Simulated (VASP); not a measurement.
# CdS (Pm-3m) in VASP: further runs

The runs below take CdS through single point, with r2SCAN, PBE.

Everything below comes from runs of VASP 6.6.1. Logs are shortened: lines on timing, memory, paths and dates and some standing lists are left out, and cuts for length are marked.

## Step 1: The cell of the first run

Symmetry: Pm-3m, No. 221, cubic system. Conventional cell: a = 3.387 Å, b = 3.387 Å, c = 3.387 Å, α = 90.00°, β = 90.00°, γ = 90.00°. Cd (site symmetry m-3m) has 8 S at 2.93 Å and 6 Cd at 3.39 Å within 3.9 Å. S (site symmetry m-3m) has 8 Cd at 2.93 Å and 6 S at 3.39 Å within 3.9 Å.

## Step 2: Single point, r2SCAN

The input, POSCAR:

```
CdS
1.0
    3.3869086165      0.0000000000      0.0000000000
    0.0000000000      3.3869086165      0.0000000000
    0.0000000000      0.0000000000      3.3869086165
Cd S
1 1
Direct
    0.0000000000      0.0000000000      0.0000000000
    0.5000000000      0.5000000000      0.5000000000
```

The input, INCAR.step1:

```
SYSTEM = CdS
PREC = Accurate ; ENCUT = 520
ISMEAR = -1 ; SIGMA = 0.02
LREAL = .FALSE. ; LASPH = .TRUE.
NELM = 60 ; NBANDS = 16
GGA = PE ; ALGO = Normal
EDIFF = 1E-4 ; LWAVE = .TRUE.
LCHARG = .FALSE.
```

The input, INCAR.step2:

```
SYSTEM = CdS
PREC = Accurate ; ENCUT = 520
EDIFF = 1E-7 ; ISMEAR = -1
SIGMA = 0.02 ; LREAL = .FALSE.
LASPH = .TRUE. ; NELM = 60
ALGO = Normal ; ISIF = 2
LWAVE = .FALSE. ; LCHARG = .FALSE.
METAGGA = R2SCAN ; LMIXTAU = .TRUE.
NBANDS = 16 ; ISTART = 1
```

The input, KPOINTS:

```
Automatic mesh
0
G
  6 6 6
  0 0 0
```

Potentials or basis: VASP PAW PBE potentials, release 64 (Cd, S).

The run is started by

```sh
cat potpaw_PBE.64/Cd/POTCAR potpaw_PBE.64/S/POTCAR > POTCAR
cp INCAR.step1 INCAR
mpirun -np 1 vasp_std > vasp.out
cp INCAR.step2 INCAR
mpirun -np 1 vasp_std > vasp.out
```

OUTCAR:

```text
SYSTEM = CdS
   PREC = Accurate
   ENCUT = 520
   EDIFF = 1E-7
   ISMEAR = -1
   LREAL = .FALSE.
   LASPH = .TRUE.
   NELM = 60
   ISIF = 2
   METAGGA = R2SCAN
   ISTART = 1

 ion  position               nearest neighbor table
   1  0.000  0.000  0.000-   2 2.93   2 2.93   2 2.93   2 2.93   2 2.93   2 2.93   2 2.93   2 2.93

   2  0.500  0.500  0.500-   1 2.93   1 2.93   1 2.93   1 2.93   1 2.93   1 2.93   1 2.93   1 2.93

  LATTYP: Found a simple cubic cell.
 ALAT       =     3.3869086165

  Lattice vectors:

 A1 = (   3.3869086165,   0.0000000000,   0.0000000000)
 A2 = (   0.0000000000,   3.3869086165,   0.0000000000)
 A3 = (   0.0000000000,   0.0000000000,   3.3869086165)

Analysis of symmetry for initial positions (statically):
=====================================================================
 Subroutine PRICEL returns:
 Original cell was already a primitive cell.

 Routine SETGRP: Setting up the symmetry group for a
 simple cubic supercell.

 Subroutine GETGRP returns: Found 48 space group operations
 (whereof 48 operations were pure point group operations)
 out of a pool of 48 trial point group operations.

The static configuration has the point symmetry O_h .

Analysis of symmetry for dynamics (positions and initial velocities):
=====================================================================
 Subroutine PRICEL returns:
 Original cell was already a primitive cell.

 Routine SETGRP: Setting up the symmetry group for a
 simple cubic supercell.

 Subroutine GETGRP returns: Found 48 space group operations
 (whereof 48 operations were pure point group operations)
 out of a pool of 48 trial point group operations.

The dynamic configuration has the point symmetry O_h .

 Subroutine INISYM returns: Found 48 space group operations
 (whereof 48 operations are pure point group operations),
 and found     1 'primitive' translations

----------------------------------------------------------------------------------------

                                     Primitive cell

  volume of cell :      38.8517

  direct lattice vectors                    reciprocal lattice vectors
     3.386908616  0.000000000  0.000000000     0.295254497  0.000000000  0.000000000
     0.000000000  3.386908616  0.000000000     0.000000000  0.295254497  0.000000000
     0.000000000  0.000000000  3.386908616     0.000000000  0.000000000  0.295254497

  length of vectors
     3.386908616  3.386908616  3.386908616     0.295254497  0.295254497  0.295254497

  position of ions in fractional coordinates (direct lattice)
     0.000000000  0.000000000  0.000000000
     0.500000000  0.500000000  0.500000000

  ion indices of the primitive-cell ions
   primitive index   ion index
                 1           1
                 2           2

----------------------------------------------------------------------------------------

 KPOINTS: Automatic mesh

Automatic generation of k-mesh.
 Grid dimensions read from file:
 generate k-points for:    6    6    6

 Generating k-lattice:

  Cartesian coordinates                     Fractional coordinates (reciprocal lattice)
     0.049209083  0.000000000  0.000000000     0.166666667  0.000000000  0.000000000
     0.000000000  0.049209083  0.000000000     0.000000000  0.166666667  0.000000000
     0.000000000  0.000000000  0.049209083     0.000000000  0.000000000  0.166666667

  Length of vectors
     0.049209083  0.049209083  0.049209083

  Shift w.r.t. Gamma in fractional coordinates (k-lattice)
     0.000000000  0.000000000  0.000000000

 Subroutine IBZKPT returns following result:
 ===========================================

 Found     20 irreducible k-points:

 Following reciprocal coordinates:
            Coordinates               Weight
  0.000000  0.000000  0.000000      1.000000
  0.166667  0.000000  0.000000      6.000000
  0.333333  0.000000  0.000000      6.000000
  0.500000  0.000000  0.000000      3.000000
  0.166667  0.166667  0.000000     12.000000
  0.333333  0.166667  0.000000     24.000000
[... 12 lines left out ...]
  0.500000  0.500000  0.333333      6.000000
  0.500000  0.500000  0.500000      1.000000
   k-points           NKPTS =     20   k-points in BZ     NKDIM =     20   number of bands    NBANDS=     16
   number of dos      NEDOS =    301   number of ions     NIONS =      2
   total plane-waves  NPLWV =  21952
   dimension x,y,z NGX =    28 NGY =   28 NGZ =   28
   dimension x,y,z NGXF=    56 NGYF=   56 NGZF=   56
   ions per type =               1   1
   NGX,Y,Z   is equivalent  to a cutoff of  13.74, 13.74, 13.74 a.u.
   NGXF,Y,Z  is equivalent  to a cutoff of  27.49, 27.49, 27.49 a.u.
 SYSTEM =  CdS
   PREC   = accura    normal or accurate (medium, high low for compatibility)
   ISTART =      1    job   : 0-new  1-cont  2-samecut
   ICHARG =      0    charge: 1-file 2-atom 10-const
   ISPIN  =      1    spin polarized calculation?
   LNONCOLLINEAR =      F non collinear calculations
   LSORBIT =      F    spin-orbit coupling
   LASPH  =      T    aspherical Exc in radial PAW
   ENCUT  =  520.0 eV  38.22 Ry    6.18 a.u.   6.30  6.30  6.30*2*pi/ulx,y,z
   NELM   =     60;   NELMIN=  2; NELMDL=  0     # of ELM steps
   EDIFF  = 0.1E-06   stopping-criterion for ELM
   LREAL  =      F    real-space projection
   EDIFFG = 0.1E-05   stopping-criterion for IOM
   NSW    =      0    number of steps for IOM
   IBRION =     -1    ionic relax: 0-MD 1-quasi-New 2-CG
   NFREE  =      0    steps in history (QN), initial steepest desc. (CG)
   ISIF   =      2    stress and relaxation
   ISYM   =      2    0-nonsym 1-usesym 2-fastsym
   POTIM  = 0.5000    time-step for ionic-motion
   TEBEG  =    0.0;   TEEND  =   0.0 temperature during run
   PSTRESS=    0.0 pullay stress
   NELECT =      18.0000    total number of electrons
   NUPDOWN=      -1.0000    fix difference up-down
   EMIN   =  10.00;   EMAX   =-10.00  energy-range for DOS
   EFERMI =   0.00;   METHOD = LEGACY
   ISMEAR =    -1;   SIGMA  =   0.02  broadening in eV -4-tet -1-fermi 0-gaus
   EFERMI_NEDOS =   21; number of points for ismear=-14 and -15
   IALGO  =     38    algorithm
   IMIX   =      4    mixing-type and parameters
     AMIX     =   0.40;   BMIX     =  1.00
     AMIX_MAG =   1.60;   BMIX_MAG =  1.00
  volume/ion in A,a.u.               =      19.43       131.09
  Fermi-wavevector in a.u.,A,eV,Ry     =   1.266763  2.393836 21.833128  1.604690
  Thomas-Fermi vector in A             =   2.399947
   LORBIT       =      0    0 simple, 1 ext, 2 COOP (PROOUT), +10 PAW based schemes
   METAGGA = R2SCAN    functional components
   LHFCALC =     F    Hartree Fock is set to
   AEXX    =    0.0000 exact exchange contribution
   IVDW    =     0    specifies the selected vdW correction
   LEPSILON=     F    determine dielectric tensor
   LRPA    =     F    only Hartree local field effects (RPA)
 non-spin polarized calculation
  energy-cutoff  :      520.00
  volume of cell :       38.85
 maximum number of plane-waves:      1068
 NGX is ok and might be reduce to    28
   NGX = 13   NGY = 13   NGZ = 13

 number of electron      17.9999993 magnetization

 Free energy of the ion-electron system (eV)
  ---------------------------------------------------
  ext. energy  EPLUGINS =         0.00000000
  ---------------------------------------------------
  free energy    TOTEN  =       -28.40227797 eV

  energy without entropy =      -28.39878938  energy(sigma->0) =      -28.40053368

 E-fermi :   3.9286     XC(G=0): -11.3310

 val. band max:        3.9226442429   @ k =   0.5000   0.3333   0.0000
 cond. band min:       3.9340738326   @ k =   0.5000   0.5000   0.0000
 fundamental gap:      0.0114295897
 Fermi energy:         3.9286202719

 k-point     1 :       0.0000    0.0000    0.0000
  band No.  band energies     occupation
      1     -10.0973      2.00000
      2      -5.3071      2.00000
      3      -5.3071      2.00000
      4      -4.7241      2.00000
      5      -4.7241      2.00000
      6      -4.7241      2.00000
[... 8 lines left out ...]
     15      16.5296      0.00000
     16      18.9931      0.00000

 k-point     2 :       0.1667    0.0000    0.0000
  band No.  band energies     occupation
      1      -9.8713      2.00000
      2      -5.2911      2.00000
      3      -5.2275      2.00000
      4      -4.7962      2.00000
      5      -4.7962      2.00000
      6      -4.7173      2.00000
[... 8 lines left out ...]
     15      15.7101      0.00000
     16      18.9863      0.00000

 k-point     3 :       0.3333    0.0000    0.0000
  band No.  band energies     occupation
      1      -9.3299      2.00000
      2      -5.2589      2.00000
      3      -5.1221      2.00000
      4      -4.9332      2.00000
      5      -4.9332      2.00000
      6      -4.7035      2.00000
[... 8 lines left out ...]
     15      17.7310      0.00000
     16      17.7966      0.00000

 k-point     4 :       0.5000    0.0000    0.0000
  band No.  band energies     occupation
      1      -8.9880      2.00000
      2      -5.2426      2.00000
      3      -5.1378      2.00000
      4      -4.9985      2.00000
      5      -4.9985      2.00000
      6      -4.6966      2.00000
[... 8 lines left out ...]
     15      16.8854      0.00000
     16      18.9644      0.00000
[... 248 lines left out ...]
 k-point    18 :       0.5000    0.3333    0.3333
  band No.  band energies     occupation
      1      -8.1230      2.00000
      2      -5.3244      2.00000
      3      -5.2239      2.00000
      4      -4.7643      2.00000
      5      -4.7361      2.00000
      6      -4.6158      2.00000
[... 8 lines left out ...]
     15      18.1764      0.00000
     16      20.2313      0.00000

 k-point    19 :       0.5000    0.5000    0.3333
  band No.  band energies     occupation
      1      -7.8702      2.00000
      2      -5.3227      2.00000
      3      -5.3227      2.00000
      4      -5.0363      2.00000
      5      -4.6736      2.00000
      6      -4.5329      2.00000
[... 8 lines left out ...]
     15      21.1366      0.00000
     16      21.1366      0.00000

 k-point    20 :       0.5000    0.5000    0.5000
  band No.  band energies     occupation
      1      -7.4766      2.00000
      2      -5.4400      2.00000
      3      -5.4400      2.00000
      4      -5.4400      2.00000
      5      -4.5303      2.00000
      6      -4.5303      2.00000
[... 8 lines left out ...]
     15      22.5714      0.00000
     16      22.5714      0.00000

------------------------ aborting loop because EDIFF is reached ----------------------------------------

  FORCE on cell =-STRESS in cart. coord.  units (eV):
  Direction    XX          YY          ZZ          XY          YZ          ZX
  --------------------------------------------------------------------------------------
  -------------------------------------------------------------------------------------
  Total        0.0960391      0.0960391      0.0960391     -0.0000000      0.0000000     -0.0000000
  in kB        3.9604854      3.9604854      3.9604854     -0.0000000      0.0000000     -0.0000000
  external PRESSURE =       3.9604854 kB  Pullay stress =       0.0000000 kB

 VOLUME and BASIS-vectors are now :
 -----------------------------------------------------------------------------
  energy-cutoff  :      520.00
  volume of cell :       38.85
      direct lattice vectors                 reciprocal lattice vectors
     3.386908616  0.000000000  0.000000000     0.295254497  0.000000000  0.000000000
     0.000000000  3.386908616  0.000000000     0.000000000  0.295254497  0.000000000
     0.000000000  0.000000000  3.386908616     0.000000000  0.000000000  0.295254497

 POSITION                                       TOTAL-FORCE (eV/Angst)
 -----------------------------------------------------------------------------------
      0.00000      0.00000      0.00000         0.000000      0.000000      0.000000
      1.69345      1.69345      1.69345         0.000000      0.000000      0.000000
 -----------------------------------------------------------------------------------
    total drift:                               -0.000000      0.000000      0.000000

  FREE ENERGIE OF THE ION-ELECTRON SYSTEM (eV)
  ---------------------------------------------------
  free  energy   TOTEN  =       -28.4022779693 eV

  energy  without entropy=      -28.3987893834  energy(sigma->0) =      -28.40053368
```

Run time: 67 s. Hardware: 1 thread of Intel Xeon 8259CL, shared host; peak memory 0.17 GiB.

Results:

```yaml
Free_energy: -28.4023 eV
Pressure: 0.4 GPa
Band_gap_on_the_k_mesh: zero (band 9 reaches 3.92 eV, above the bottom of band 10 at 3.41 eV)
```

Levels at points of the mesh, in eV from the Fermi level:
```
           k point  band 6  band 7  band 8  band 9  band 10  band 11  band 12  band 13
(0.00, 0.00, 0.00)   -8.65   -1.30   -1.30   -1.30    -0.52     7.06     7.06    12.60
(0.50, 0.00, 0.00)   -8.63   -6.10   -0.04   -0.04     3.92     4.95     7.73     7.73
(0.50, 0.50, 0.00)   -8.23   -4.61   -4.61   -0.74     0.01     8.36     8.36     9.33
(0.50, 0.50, 0.50)   -8.46   -2.19   -2.19   -2.19     2.10     2.10     2.10     3.28
```

Caveat: the PAW data sets were made with another functional, which shifts forces and pressure a little.

## Step 3: Single point, PBE

This run uses another cell than the first one, of 19.82 Å³/atom, 1.020 times its volume.

The input, INCAR:

```
SYSTEM = CdS
PREC = Accurate
ENCUT = 520
EDIFF = 1E-6
ISMEAR = -1
SIGMA = 0.02
LREAL = .FALSE.
LASPH = .TRUE.
NELM = 60
ALGO = Normal
ISIF = 2
LWAVE = .FALSE.
LCHARG = .FALSE.
GGA = PE
NBANDS = 16
```

The input, KPOINTS:

```
regular mesh
0
G
  8 8 8
  0 0 0
```

The input, POSCAR:

```
CdS
1.0
    3.4093945873      0.0000000000      0.0000000000
    0.0000000000      3.4093945873      0.0000000000
    0.0000000000      0.0000000000      3.4093945873
Cd S
1 1
Direct
    0.0000000000      0.0000000000      0.0000000000
    0.5000000000      0.5000000000      0.5000000000
```

Potentials or basis: VASP PAW PBE potentials, release 64 (Cd, S).

The run is started by

```sh
cat potpaw_PBE.64/Cd/POTCAR potpaw_PBE.64/S/POTCAR > POTCAR
mpirun -np 1 vasp_std > vasp.out
```

It took 31 s on 1 thread of Intel Xeon 8259CL, shared host; peak memory 0.17 GiB.

It converged, with:

```yaml
Free_energy: -4.8616 eV
Pressure: 0.3 GPa
Band_gap_on_the_k_mesh: zero (band 9 reaches 3.83 eV, above the bottom of band 10 at 2.80 eV)
```

Levels at points of the mesh, in eV from the Fermi level:
```tsv
k point	band 5	band 6	band 7	band 8	band 9	band 10	band 11	band 12	band 13	band 14
(0.00, 0.00, 0.00)	-8.15	-8.15	-1.19	-1.19	-1.19	-1.02	6.65	6.65	11.60	11.60
(0.50, 0.00, 0.00)	-8.41	-8.12	-5.83	0.00	0.00	3.30	4.38	7.27	7.27	7.35
(0.50, 0.50, 0.00)	-7.96	-7.80	-4.36	-4.36	-0.95	0.04	7.61	7.61	8.69	11.17
(0.50, 0.50, 0.50)	-7.95	-7.95	-2.01	-2.01	-2.01	1.83	1.83	1.83	2.79	17.18
```
